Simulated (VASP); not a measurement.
Runs of VASP 6.6.1 on KMgF3. The structure is that of space group Pm-3m (No. 221), or close to it. The cells are those of the table. 

| task | cell | k mesh | cutoff (eV) | smearing | gap on the mesh (eV) | pressure (GPa) |
| --- | --- | --- | --- | --- | --- | --- |
| single point | a = 3.981 Å, 5 atoms | 6 × 6 × 6 | 520 | gaussian 0.02 eV | (a) | -0.6 |
| single point | a = 4.020 Å, 5 atoms | 6 × 6 × 6 | 520 | gaussian 0.02 eV | (b) | -2.8 |
| relaxation of cell and atoms | relaxed from a = 3.986 Å, 5 atoms | 6 × 6 × 6 | 600 | gaussian 0.02 eV | 8.36 | 0.0 |
| single point | a = 3.815 Å, 5 atoms | 6 × 6 × 6 | 520 | gaussian 0.02 eV | (d) | 12.8 |
| single point | a = 3.900 Å, 5 atoms | 6 × 6 × 6 | 520 | gaussian 0.02 eV | 8.79 | 4.9 |
| single point | a = 3.941 Å, 5 atoms | 6 × 6 × 6 | 520 | gaussian 0.02 eV | 8.52 | (c) |
| single point | a = 4.109 Å, 5 atoms | 6 × 6 × 6 | 520 | gaussian 0.02 eV | 7.56 | -6.6 |
| single point | a = 3.986 Å, 5 atoms | 4 × 4 × 4 | 520 | gaussian 0.1 eV | 8.25 | -0.9 |
| single point | a = 4.059 Å, 5 atoms | 6 × 6 × 6 | 520 | gaussian 0.02 eV | 7.83 | -4.6 |
| single point | a = 3.858 Å, 5 atoms | 6 × 6 × 6 | 520 | gaussian 0.02 eV | 9.07 | 8.5 |

Alike in all rows: level r2SCAN; potentials or basis VASP PAW PBE potentials, release 64 (K_sv, Mg, F); no spin polarisation.

Task: Fill in the values left out.

Result: (a) 8.28; (b) 8.05; (c) 1.9; (d) 9.38.

Caveats: the PAW data sets were made with another functional, which shifts forces and pressure a little.

A k mesh can miss the band edges.
